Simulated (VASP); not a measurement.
Input of a VASP 6.6.1 run:

File INCAR:

```
PREC = Accurate
ENCUT = 520
EDIFF = 1E-7
ISMEAR = -1
SIGMA = 0.05
LREAL = F
LASPH = T
NELM = 100
ALGO = Normal
ISIF = 2
LWAVE = F
LCHARG = F
GGA = PE
IVDW = 12
NBANDS = 12
```

Contents of KPOINTS:

```
regular mesh
0
Gamma
  11 12 12
```

File POSCAR:

```
Zn
1.0
   -1.2815962092      1.8360569816      1.7149363133
    1.2832295682     -1.6823664255      1.5565189970
    1.2836451826      1.6677681747     -1.5762663435
Zn
1
Direct
    0.0000000000      0.0000000000      0.0000000000
```

Potentials or basis: VASP PAW PBE potentials, release 64 (Zn).

Launch:

```sh
$ cat potpaw_PBE.64/Zn/POTCAR > POTCAR
$ mpirun -np 1 vasp_std > vasp.out
```

What does it give for the pressure?

0.4 GPa.

Estimate the dispersion energy per atom.

-0.418 eV.

Stress tensor (GPa, compression positive):
```
 0.52  0.00 -0.01
 0.00  0.34 -0.09
-0.01 -0.09  0.33
```

Caveat: pairwise dispersion overbinds metals, which lowers pressure and volume.
